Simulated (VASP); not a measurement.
# Sm3Ta in VASP: further runs

Runs on Sm3Ta. Level: PBE. Tasks: single point.

Program: VASP 6.6.1. These are calculated values, not measurements. Logs are shortened: lines on timing, memory, paths and dates and some standing lists are left out, and cuts for length are marked.

## Step 1: The cell of the first run

Symmetry: Pmmm, No. 47, orthorhombic system. The conventional cell has a = 3.456 Å, b = 7.022 Å, c = 9.653 Å, α = 90.00°, β = 90.00°, γ = 90.00°. Within 4.2 Å of Sm (site symmetry mm2) lie 4 Ta at 3.18 Å and 8 Sm at 3.46 to 3.59 Å. Within 4.4 Å of Sm (site symmetry mm2) lie 4 Ta at 3.32 Å and 9 Sm at 3.46 to 3.82 Å. Within 4.3 Å of Sm (site symmetry m2m) lie 12 Sm at 3.25 to 3.82 Å. Within 3.5 Å of Ta (site symmetry m2m) lie 3 Ta at 2.68 to 3.46 Å and 8 Sm at 3.18 to 3.32 Å.

## Step 2: Single point, PBE

Contents of INCAR:

```
SYSTEM = Sm3Ta
ALGO = Normal
EDIFF = 1E-6
ENCUT = 500
GGA = PE
GGA_COMPAT = .FALSE.
ISIF = 2
ISMEAR = 0
LASPH = .TRUE.
LCHARG = .FALSE.
LMAXMIX = 6
LREAL = .FALSE.
LWAVE = .FALSE.
NBANDS = 54
NELM = 200
PREC = Accurate
SIGMA = 0.1
```

Contents of KPOINTS:

```
k-points
0
G
  6 4 2
  0 0 0
```

Contents of POSCAR:

```
Sm3Ta
1.0
    3.4558625244      0.0000000000      0.0000000000
    0.0000000000      7.0216924820      0.0000000000
    0.0000000000      0.0000000000      9.6532744171
Sm Ta
6 2
Direct
    0.0000000000      0.5000000000      0.2609127865
    0.0000000000      0.0000000000      0.3105841880
    0.5000000000      0.7687836896      0.0000000000
    0.5000000000      0.2312163104      0.0000000000
    0.0000000000      0.5000000000      0.7390872135
    0.0000000000      0.0000000000      0.6894158120
    0.5000000000      0.3088983503      0.5000000000
    0.5000000000      0.6911016497      0.5000000000
```

Potentials or basis: VASP PAW PBE potentials, release 64 (Sm_3, Ta_pv), 4f in core.

Run with:

```bash
cat potpaw_PBE.64/Sm_3/POTCAR potpaw_PBE.64/Ta_pv/POTCAR > POTCAR
mpirun -np 1 vasp_std > vasp.out
```

OUTCAR:

```text
SYSTEM = Sm3Ta
   EDIFF = 1E-6
   ENCUT = 500
   GGA = PE
   ISIF = 2
   ISMEAR = 0
   LASPH = .TRUE.
   LREAL = .FALSE.
   NELM = 200
   PREC = Accurate

 ion  position               nearest neighbor table
   1  0.000  0.500  0.261-   7 3.18   8 3.18   7 3.18   8 3.18   2 3.54   2 3.54   3 3.59   4 3.59
                             4 3.59   3 3.59
   2  0.000  0.000  0.311-   7 3.32   8 3.32   7 3.32   8 3.32   1 3.54   1 3.54   6 3.66
   3  0.500  0.769  0.000-   4 3.25   1 3.59   5 3.59   1 3.59   5 3.59   4 3.77
   4  0.500  0.231  0.000-   3 3.25   1 3.59   5 3.59   1 3.59   5 3.59   3 3.77
   5  0.000  0.500  0.739-   7 3.18   8 3.18   7 3.18   8 3.18   6 3.54   6 3.54   3 3.59   4 3.59
                             3 3.59   4 3.59
   6  0.000  0.000  0.689-   7 3.32   8 3.32   7 3.32   8 3.32   5 3.54   5 3.54   2 3.66
   7  0.500  0.309  0.500-   8 2.68   5 3.18   1 3.18   1 3.18   5 3.18   6 3.32   2 3.32   2 3.32
                             6 3.32
   8  0.500  0.691  0.500-   7 2.68   5 3.18   1 3.18   1 3.18   5 3.18   6 3.32   2 3.32   2 3.32
                             6 3.32

  LATTYP: Found a simple orthorhombic cell.
 ALAT       =     3.4558625244
 B/A-ratio  =     2.0318205462
 C/A-ratio  =     2.7933039434

  Lattice vectors:

 A1 = (   3.4558625244,   0.0000000000,   0.0000000000)
 A2 = (   0.0000000000,   7.0216924820,   0.0000000000)
 A3 = (   0.0000000000,   0.0000000000,   9.6532744171)

Analysis of symmetry for initial positions (statically):
=====================================================================
 Subroutine PRICEL returns:
 Original cell was already a primitive cell.

 Routine SETGRP: Setting up the symmetry group for a
 simple orthorhombic supercell.

 Subroutine GETGRP returns: Found  8 space group operations
 (whereof  8 operations were pure point group operations)
 out of a pool of  8 trial point group operations.

The static configuration has the point symmetry D_2h.

Analysis of symmetry for dynamics (positions and initial velocities):
=====================================================================
 Subroutine PRICEL returns:
 Original cell was already a primitive cell.

 Routine SETGRP: Setting up the symmetry group for a
 simple orthorhombic supercell.

 Subroutine GETGRP returns: Found  8 space group operations
 (whereof  8 operations were pure point group operations)
 out of a pool of  8 trial point group operations.

The dynamic configuration has the point symmetry D_2h.

 Subroutine INISYM returns: Found  8 space group operations
 (whereof  8 operations are pure point group operations),
 and found     1 'primitive' translations

----------------------------------------------------------------------------------------

                                     Primitive cell

  volume of cell :     234.2464

  direct lattice vectors                    reciprocal lattice vectors
     3.455862524  0.000000000  0.000000000     0.289363362  0.000000000  0.000000000
     0.000000000  7.021692482  0.000000000     0.000000000  0.142415807  0.000000000
     0.000000000  0.000000000  9.653274417     0.000000000  0.000000000  0.103591792

  length of vectors
     3.455862524  7.021692482  9.653274417     0.289363362  0.142415807  0.103591792

  position of ions in fractional coordinates (direct lattice)
     0.000000000  0.500000000  0.260912787
     0.000000000  0.000000000  0.310584188
     0.500000000  0.768783690  0.000000000
     0.500000000  0.231216310  0.000000000
     0.000000000  0.500000000  0.739087213
     0.000000000  0.000000000  0.689415812
     0.500000000  0.308898350  0.500000000
     0.500000000  0.691101650  0.500000000

  ion indices of the primitive-cell ions
   primitive index   ion index
                 1           1
                 2           2
                 3           3
                 4           4
                 5           5
                 6           6
                 7           7
                 8           8

----------------------------------------------------------------------------------------

 KPOINTS: k-points

Automatic generation of k-mesh.
 Grid dimensions read from file:
 generate k-points for:    6    4    2

 Generating k-lattice:

  Cartesian coordinates                     Fractional coordinates (reciprocal lattice)
     0.048227227  0.000000000  0.000000000     0.166666667  0.000000000  0.000000000
     0.000000000  0.035603952  0.000000000     0.000000000  0.250000000  0.000000000
     0.000000000  0.000000000  0.051795896     0.000000000  0.000000000  0.500000000

  Length of vectors
     0.048227227  0.035603952  0.051795896

  Shift w.r.t. Gamma in fractional coordinates (k-lattice)
     0.000000000  0.000000000  0.000000000

 Subroutine IBZKPT returns following result:
 ===========================================

 Found     24 irreducible k-points:

 Following reciprocal coordinates:
            Coordinates               Weight
  0.000000  0.000000  0.000000      1.000000
  0.166667  0.000000  0.000000      2.000000
  0.333333  0.000000  0.000000      2.000000
  0.500000  0.000000  0.000000      1.000000
  0.000000  0.250000  0.000000      2.000000
  0.166667  0.250000  0.000000      4.000000
[... 16 lines left out ...]
  0.333333  0.500000  0.500000      2.000000
  0.500000  0.500000  0.500000      1.000000
   k-points           NKPTS =     24   k-points in BZ     NKDIM =     24   number of bands    NBANDS=     54
   number of dos      NEDOS =    301   number of ions     NIONS =      8
   total plane-waves  NPLWV = 105840
   dimension x,y,z NGX =    28 NGY =   54 NGZ =   70
   dimension x,y,z NGXF=    56 NGYF=  108 NGZF=  140
   ions per type =               6   2
   NGX,Y,Z   is equivalent  to a cutoff of  13.47, 12.79, 12.06 a.u.
   NGXF,Y,Z  is equivalent  to a cutoff of  26.94, 25.57, 24.11 a.u.
 SYSTEM =  Sm3Ta
   PREC   = accura    normal or accurate (medium, high low for compatibility)
   ISTART =      0    job   : 0-new  1-cont  2-samecut
   ICHARG =      2    charge: 1-file 2-atom 10-const
   ISPIN  =      1    spin polarized calculation?
   LNONCOLLINEAR =      F non collinear calculations
   LSORBIT =      F    spin-orbit coupling
   LASPH  =      T    aspherical Exc in radial PAW
   ENCUT  =  500.0 eV  36.75 Ry    6.06 a.u.   6.30 12.80 17.60*2*pi/ulx,y,z
   NELM   =    200;   NELMIN=  2; NELMDL= -5     # of ELM steps
   EDIFF  = 0.1E-05   stopping-criterion for ELM
   LREAL  =      F    real-space projection
   EDIFFG = 0.1E-04   stopping-criterion for IOM
   NSW    =      0    number of steps for IOM
   IBRION =     -1    ionic relax: 0-MD 1-quasi-New 2-CG
   NFREE  =      0    steps in history (QN), initial steepest desc. (CG)
   ISIF   =      2    stress and relaxation
   ISYM   =      2    0-nonsym 1-usesym 2-fastsym
   POTIM  = 0.5000    time-step for ionic-motion
   TEBEG  =    0.0;   TEEND  =   0.0 temperature during run
   PSTRESS=    0.0 pullay stress
   NELECT =      88.0000    total number of electrons
   NUPDOWN=      -1.0000    fix difference up-down
   EMIN   =  10.00;   EMAX   =-10.00  energy-range for DOS
   EFERMI =   0.00;   METHOD = LEGACY
   ISMEAR =     0;   SIGMA  =   0.10  broadening in eV -4-tet -1-fermi 0-gaus
   EFERMI_NEDOS =   21; number of points for ismear=-14 and -15
   IALGO  =     38    algorithm
   IMIX   =      4    mixing-type and parameters
     AMIX     =   0.40;   BMIX     =  1.00
     AMIX_MAG =   1.60;   BMIX_MAG =  1.00
  volume/ion in A,a.u.               =      29.28       197.60
  Fermi-wavevector in a.u.,A,eV,Ry     =   1.181258  2.232254 18.985167  1.395370
  Thomas-Fermi vector in A             =   2.317535
   LORBIT       =      0    0 simple, 1 ext, 2 COOP (PROOUT), +10 PAW based schemes
   GGA     = PE    functional components
   LHFCALC =     F    Hartree Fock is set to
   AEXX    =    0.0000 exact exchange contribution
   IVDW    =     0    specifies the selected vdW correction
   LEPSILON=     F    determine dielectric tensor
   LRPA    =     F    only Hartree local field effects (RPA)
 non-spin polarized calculation
 Gauss-broadening in eV      SIGMA  =   0.10
  energy-cutoff  :      500.00
  volume of cell :      234.25
 maximum number of plane-waves:      5980
 NGX is ok and might be reduce to    28
   NGX = 13   NGY = 25   NGZ = 35

 number of electron      87.9999996 magnetization

 Free energy of the ion-electron system (eV)
  ---------------------------------------------------
  ext. energy  EPLUGINS =         0.00000000
  ---------------------------------------------------
  free energy    TOTEN  =       -49.22745208 eV

  energy without entropy =      -49.16432619  energy(sigma->0) =      -49.19588913

 E-fermi :   3.5421     XC(G=0): -10.3015

 val. band max:        3.5256613596   @ k =   0.1667   0.2500   0.0000
 cond. band min:       3.5516330338   @ k =   0.5000   0.2500   0.0000
 fundamental gap:      0.0259716743
 Fermi energy:         3.5421187200

 k-point     1 :       0.0000    0.0000    0.0000
  band No.  band energies     occupation
      1     -37.5549      2.00000
      2     -37.4847      2.00000
      3     -37.2934      2.00000
      4     -37.2811      2.00000
      5     -37.1100      2.00000
      6     -37.1073      2.00000
[... 46 lines left out ...]
     53       4.9639      0.00000
     54       5.2626      0.00000

 k-point     2 :       0.1667    0.0000    0.0000
  band No.  band energies     occupation
      1     -37.5400      2.00000
      2     -37.4711      2.00000
      3     -37.2798      2.00000
      4     -37.2670      2.00000
      5     -37.0954      2.00000
      6     -37.0938      2.00000
[... 46 lines left out ...]
     53       5.0046      0.00000
     54       5.1469      0.00000
[... 1195 lines left out ...]
     53       4.7468      0.00000
     54       4.9983      0.00000

 k-point    24 :       0.5000    0.5000    0.5000
  band No.  band energies     occupation
      1     -37.4860      2.00000
      2     -37.4395      2.00000
      3     -37.2362      2.00000
      4     -37.2220      2.00000
      5     -37.0554      2.00000
      6     -37.0538      2.00000
[... 46 lines left out ...]
     53       4.9953      0.00000
     54       5.0502      0.00000

------------------------ aborting loop because EDIFF is reached ----------------------------------------

  FORCE on cell =-STRESS in cart. coord.  units (eV):
  Direction    XX          YY          ZZ          XY          YZ          ZX
  --------------------------------------------------------------------------------------
  -------------------------------------------------------------------------------------
  Total        0.3368521      0.8773110      0.2253490      0.0000000      0.0000000      0.0000000
  in kB        2.3039704      6.0005526      1.5413220      0.0000000      0.0000000      0.0000000
  external PRESSURE =       3.2819484 kB  Pullay stress =       0.0000000 kB

 VOLUME and BASIS-vectors are now :
 -----------------------------------------------------------------------------
  energy-cutoff  :      500.00
  volume of cell :      234.25
      direct lattice vectors                 reciprocal lattice vectors
     3.455862524  0.000000000  0.000000000     0.289363362  0.000000000  0.000000000
     0.000000000  7.021692482  0.000000000     0.000000000  0.142415807  0.000000000
     0.000000000  0.000000000  9.653274417     0.000000000  0.000000000  0.103591792

 POSITION                                       TOTAL-FORCE (eV/Angst)
 -----------------------------------------------------------------------------------
      0.00000      3.51085      2.51866         0.000000      0.000000      0.022310
      0.00000      0.00000      2.99815         0.000000      0.000000     -0.025454
      1.72793      5.39816      0.00000         0.000000     -0.020467      0.000000
      1.72793      1.62353      0.00000         0.000000      0.020467      0.000000
      0.00000      3.51085      7.13461         0.000000      0.000000     -0.022310
      0.00000      0.00000      6.65512         0.000000      0.000000      0.025454
      1.72793      2.16899      4.82664         0.000000     -0.032985      0.000000
      1.72793      4.85270      4.82664         0.000000      0.032985      0.000000
 -----------------------------------------------------------------------------------
    total drift:                                0.000000      0.000000      0.000000

  FREE ENERGIE OF THE ION-ELECTRON SYSTEM (eV)
  ---------------------------------------------------
  free  energy   TOTEN  =       -49.2274520829 eV

  energy  without entropy=      -49.1643261870  energy(sigma->0) =      -49.19588913
```

It took 6.7 min on 1 thread of AMD EPYC 7R43 (Zen 3), shared host; peak memory 0.4 GiB.

What came out:

| Quantity | Value |
| --- | --- |
| Free energy | -49.2275 eV |
| Pressure | 0.3 GPa |
| Largest force | 0.033 eV/Å |
| Band gap on the k mesh | zero (bands 44 and 45 overlap by 0.72 eV) |

Forces in eV/Å, atoms in the order of the input:
```
Sm   0.000  0.000  0.022
Sm   0.000  0.000 -0.025
Sm   0.000 -0.020  0.000
Sm   0.000  0.020  0.000
Sm   0.000  0.000 -0.022
Sm   0.000  0.000  0.025
Ta   0.000 -0.033  0.000
Ta   0.000  0.033  0.000
```

Stress tensor (GPa, compression positive):
```
0.23 0.00 0.00
0.00 0.60 0.00
0.00 0.00 0.15
```

Levels at points of the mesh, in eV from the Fermi level:
```csv
k point,band 41,band 42,band 43,band 44,band 45,band 46,band 47,band 48
"(0.00, 0.00, 0.00)",-0.41,-0.10,0.02,0.04,0.36,0.40,0.68,0.80
"(0.50, 0.00, 0.00)",-1.12,-0.66,-0.32,-0.11,0.21,0.62,0.63,0.78
"(0.00, 0.50, 0.00)",-0.66,-0.16,0.07,0.18,0.51,0.52,0.61,0.64
"(0.50, 0.50, 0.00)",-0.75,-0.46,-0.45,-0.37,-0.35,-0.20,-0.19,0.21
"(0.00, 0.00, 0.50)",-0.05,0.06,0.26,0.37,0.52,0.54,0.68,0.76
"(0.50, 0.00, 0.50)",-1.13,-1.02,-0.02,0.29,0.36,0.44,0.90,0.91
"(0.00, 0.50, 0.50)",-0.82,-0.05,0.14,0.18,0.32,0.39,0.50,0.56
"(0.50, 0.50, 0.50)",-0.61,-0.56,-0.53,-0.53,-0.25,-0.19,0.01,0.26
```

Caveat: spin-orbit coupling is left out, which moves the levels of the heavy elements; the 4f electrons are frozen in the core, so they carry no moment and show no levels. Spin polarisation is off, so any magnetic state and its effect on volume and gap are missing.

## Step 3: Single point, PBE

Contents of INCAR:

```
PREC = Accurate
ENCUT = 500
EDIFF = 1E-6
ISMEAR = 0
SIGMA = 0.2
LREAL = False
LASPH = True
NELM = 200
ALGO = Normal
ISIF = 2
LWAVE = False
LCHARG = False
GGA = PE
NBANDS = 54
GGA_COMPAT = False
LMAXMIX = 6
```

Contents of KPOINTS:

```
Automatic mesh
0
Gamma
  6 4 2
```

Contents of POSCAR:

```
Sm3Ta
1.0
    3.4455180198      0.0000000000      0.0000000000
    0.0000000000      7.0414581400      0.0000000000
    0.0000000000      0.0000000000      9.6612119112
Sm Ta
6 2
Direct
    0.0000000000      0.5000000000      0.2598680509
    0.0000000000      0.0000000000      0.3119518131
    0.5000000000      0.7702520485      0.0000000000
    0.5000000000      0.2297479515      0.0000000000
    0.0000000000      0.5000000000      0.7401319491
    0.0000000000      0.0000000000      0.6880481869
    0.5000000000      0.3113522451      0.5000000000
    0.5000000000      0.6886477549      0.5000000000
```

Potentials or basis: VASP PAW PBE potentials, release 64 (Sm_3, Ta_pv), 4f in core.

Run with:

```bash
cat potpaw_PBE.64/Sm_3/POTCAR potpaw_PBE.64/Ta_pv/POTCAR > POTCAR
mpirun -np 1 vasp_std > vasp.out
```

It took 6.1 min on 1 thread of AMD EPYC 7R43 (Zen 3), shared host; peak memory 0.39 GiB.

The run converged. Its results:

* Free energy: -49.3162 eV
* Pressure: 0.4 GPa
* Largest force: 0.130 eV/Å
* Band gap on the k mesh: zero (bands 44 and 45 overlap by 0.71 eV)

Forces on the atoms (eV/Å):
```
Sm   0.000  0.000 -0.015
Sm   0.000  0.000 -0.024
Sm   0.000 -0.004  0.000
Sm   0.000  0.004  0.000
Sm   0.000  0.000  0.015
Sm   0.000  0.000  0.024
Ta   0.000 -0.130  0.000
Ta   0.000  0.130  0.000
```

Stress tensor (GPa, compression positive):
```
0.56 0.00 0.00
0.00 0.46 0.00
0.00 0.00 0.32
```

Levels at points of the mesh, in eV from the Fermi level:
```tsv
k point	band 41	band 42	band 43	band 44	band 45	band 46	band 47	band 48
(0.00, 0.00, 0.00)	-0.40	-0.10	0.03	0.06	0.34	0.42	0.70	0.87
(0.50, 0.00, 0.00)	-1.16	-0.66	-0.35	-0.11	0.20	0.65	0.65	0.82
(0.00, 0.50, 0.00)	-0.71	-0.19	0.04	0.18	0.50	0.55	0.62	0.62
(0.50, 0.50, 0.00)	-0.75	-0.45	-0.45	-0.37	-0.37	-0.25	-0.18	0.22
(0.00, 0.00, 0.50)	-0.05	0.08	0.23	0.34	0.52	0.52	0.70	0.75
(0.50, 0.00, 0.50)	-1.12	-1.00	0.00	0.29	0.35	0.43	0.93	0.93
(0.00, 0.50, 0.50)	-0.79	-0.06	0.13	0.18	0.32	0.40	0.53	0.56
(0.50, 0.50, 0.50)	-0.62	-0.54	-0.54	-0.52	-0.25	-0.17	-0.03	0.27
```

Caveat: spin-orbit coupling is left out, which moves the levels of the heavy elements; the 4f electrons are frozen in the core, so they carry no moment and show no levels. Spin polarisation is off, so any magnetic state and its effect on volume and gap are missing.

## Step 4: Single point, PBE

Contents of INCAR:

```
ALGO = Normal
EDIFF = 1E-6
ENCUT = 500
GGA = PE
GGA_COMPAT = F
ISIF = 2
ISMEAR = 0
LASPH = T
LCHARG = F
LMAXMIX = 6
LREAL = F
LWAVE = F
NBANDS = 54
NELM = 200
PREC = Accurate
SIGMA = 0.2
```

Contents of KPOINTS:

```
k-points
0
Gamma
  6 4 2
```

Contents of POSCAR:

```
Sm3Ta
1.0
   -0.0078622615     -3.4558532682     -0.0014699832
   -7.0216787241     -0.0134099775      0.0036577523
   -0.0094583478      0.0059319075     -9.6532679608
Sm Ta
6 2
Direct
    0.4999483436      0.7499533626      0.2390842529
    0.4998480449      0.2499510405      0.1894128513
    1.0023457338      0.4812346407      0.5000222970
   -0.0020595796      0.0187102327      0.4999838104
    0.4999722100      0.7500615428      0.7609167803
    0.5000260988      0.2500525199      0.8105859294
    1.0005163612      0.9411199800     -0.0000115028
    0.9994027873      0.5589166807      0.0000055815
```

Run with:

```bash
cat potpaw_PBE.64/Sm_3/POTCAR potpaw_PBE.64/Ta_pv/POTCAR > POTCAR
mpirun -np 1 vasp_std > vasp.out
```

Run time: 3.5 min. Hardware: 1 thread of AMD EPYC 9R45 (Zen 5), shared host; peak memory 0.43 GiB.

It converged, with:

```yaml
Free_energy: -49.3182 eV
Pressure: 0.4 GPa
Largest_force: 0.023 eV/Å
Band_gap_on_the_k_mesh: zero (bands 44 and 45 overlap by 0.73 eV)
```

Forces on the atoms (eV/Å):
```
Sm   0.000 -0.001  0.023
Sm  -0.001 -0.001 -0.002
Sm   0.010 -0.001  0.000
Sm  -0.011  0.003  0.001
Sm   0.001  0.000 -0.022
Sm   0.001  0.000  0.002
Ta   0.022  0.001  0.001
Ta  -0.021  0.000 -0.001
```

Stress tensor (GPa, compression positive):
```
 0.43 -0.04 -0.01
-0.04  0.40  0.01
-0.01  0.01  0.26
```

Levels at points of the mesh, in eV from the Fermi level:
```
           k point  band 40  band 41  band 42  band 43  band 44  band 45  band 46  band 47  band 48  band 49
(0.00, 0.00, 0.00)    -0.56    -0.40    -0.10     0.03     0.05     0.37     0.41     0.69     0.80     1.07
(0.50, 0.00, 0.00)    -1.30    -1.12    -0.66    -0.32    -0.11     0.21     0.63     0.63     0.78     0.88
(0.00, 0.50, 0.00)    -0.85    -0.66    -0.16     0.08     0.19     0.51     0.53     0.62     0.64     0.76
(0.50, 0.50, 0.00)    -0.90    -0.75    -0.46    -0.44    -0.37    -0.35    -0.20    -0.19     0.22     0.71
(0.00, 0.00, 0.50)    -0.79    -0.04     0.07     0.26     0.38     0.53     0.54     0.69     0.76     0.86
(0.50, 0.00, 0.50)    -1.20    -1.13    -1.02    -0.02     0.30     0.36     0.44     0.90     0.91     0.91
(0.00, 0.50, 0.50)    -0.88    -0.81    -0.05     0.14     0.19     0.33     0.39     0.51     0.56     0.78
(0.50, 0.50, 0.50)    -0.77    -0.61    -0.55    -0.53    -0.52    -0.24    -0.19     0.02     0.26     0.28
```

Caveat: spin-orbit coupling is left out, which moves the levels of the heavy elements; the 4f electrons are frozen in the core, so they carry no moment and show no levels.

(Part 1 of 2 ends here.)

The gap in the log of VASP goes by the Fermi energy; the results here count the filled bands.